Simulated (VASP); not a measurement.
## AlP: single point with PBE

Crystal: AlP.

```
Al P
1.0
     0.00000    2.73926    2.73926
     2.73926    0.00000    2.73926
     2.73926    2.73926    0.00000
Al P
1 1
Direct
  0.00000 0.00000 0.00000
  0.25000 0.25000 0.25000
```

- Program: VASP 6.6.1
- Task: single point
- Functional: PBE
- Potentials or basis: VASP PAW PBE potentials, release 64 (Al, P)
- Cutoff: 500 eV
- k mesh: 8 × 8 × 8
- Occupations: fermi-dirac, width 0.02 eV
- Spin: no spin polarisation

```yaml
Pressure: 1.3 GPa
Band_gap_on_the_k_mesh: 1.60 eV (least direct gap 3.22 eV)
```

Levels at points of the mesh, in eV from the valence-band top:
```
           k point  band 1  band 2  band 3  band 4  band 5  band 6  band 7  band 8
(0.00, 0.00, 0.00)  -11.45    0.00    0.00    0.00    3.22    4.55    4.55    4.55
(0.50, 0.00, 0.00)   -9.79   -5.48   -0.76   -0.76    2.78    4.82    4.82    8.25
(0.50, 0.50, 0.00)   -9.14   -5.27   -2.08   -2.08    1.60    2.47   10.99   10.99
```

It took 17 s on 1 thread of Intel Xeon 8259CL (shared host), peak memory 0.15 GiB.

A k mesh can miss the band edges. PBE gaps usually lie below the measured ones, often by a third to a half.
